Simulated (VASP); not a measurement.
The system is MnS.

```xyz
2
Lattice="2.0317 1.1730 3.0639 -2.0317 1.1730 3.0639 0.0000 -2.3460 3.0639" Properties=species:S:1:pos:R:3 pbc="T T T"
Mn    0.0000    0.0000    8.8789
S     0.0000    0.0000    7.2064
```

| Quantity | Value |
| --- | --- |
| Program | VASP 6.6.1 |
| Task | relaxation of cell and atoms |
| Functional | PBE |
| Potentials or basis | VASP PAW PBE potentials, release 64 (Mn_pv, S) |
| Cutoff | 600 eV |
| k mesh | 6 × 6 × 6 |
| Occupations | gaussian, width 0.1 eV |
| Spin | collinear spin, ferromagnetic start |
| Starting moments | [4.0, 0.0] μB |

At the start: pressure 29.6 GPa; volume 21.91 Å³/atom.

Where does the relaxation end?

Over 13 steps the energy falls by 2154.1 meV/atom and the volume is 22.53 Å³/atom (+2.9 %); space group R3m (No. 160, to 0.1 Å) before, F-43m (No. 216, to 0.1 Å); moment 4.97 μB per cell.

The path:
```csv
step,energy change (eV),largest force (eV/Å),pressure (GPa),volume (Å³)
1,0.0000,18.5074,29.59,43.81
2,-1.8146,1.1310,-8.82,66.74
3,-2.1921,0.6825,-6.34,65.56
4,-3.6207,0.0509,1.61,64.77
5,-3.6450,0.0043,2.23,64.01
6,-3.8326,0.1778,0.95,54.42
7,-4.1146,0.5028,-1.93,49.24
8,-4.2919,0.2336,-1.76,46.56
9,-4.2832,0.4764,-0.06,45.19
10,-4.3032,0.0493,-1.31,46.06
11,-4.3038,0.0265,-1.13,45.90
12,-4.3038,0.0056,-1.16,45.94
13,-4.3083,0.0387,-0.15,45.06
```

Final structure:
```
Mn S
1.0
     2.00633    1.15835    3.23161
    -2.00633    1.15835    3.23161
     0.00000   -2.31671    3.23161
Mn S
1 1
Cartesian
  0.0000 0.0000 0.0136
  0.0000 0.0000 7.2575
```

Caveat: a cell with one magnetic atom can't hold antiferromagnetic order, which such compounds often take.
